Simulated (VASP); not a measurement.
The system is BaTiO3.

```
Ba Ti O
1.0
     4.00600    0.00000    0.00000
     0.00000    4.00600    0.00000
     0.00000    0.00000    4.00600
Ba Ti O
1 1 3
Direct
  0.50000 0.50000 0.50000
  0.00000 0.00000 0.00000
  0.50000 0.00000 0.00000
  0.00000 0.50000 0.00000
  0.00000 0.00000 0.50000
```

Base run:

```yaml
Program: VASP 6.6.1
Functional: PBEsol
Potentials_or_basis: VASP PAW PBE potentials, release 64 (Ba_sv, Ti_sv, O)
Cutoff: 520 eV
k_mesh: 4 × 4 × 4
Occupations: gaussian, width 0.01 eV
Spin: no spin polarisation
```

Its results: band gap on the k mesh 1.67 eV, indirect (least direct gap 1.82 eV); pressure -2.7 GPa.

Task: The run is repeated on the same cell with these changes: k mesh from 4 × 4 × 4 to 7 × 7 × 7. What comes out?

Result: Band gap on the k mesh 1.76 eV, indirect (least direct gap 1.84 eV); pressure -2.8 GPa.

Caveats: the PAW data sets were made with another functional, which shifts forces and pressure a little; spin-orbit coupling is left out, which moves the levels of the heavy elements.

A k mesh can miss the band edges.
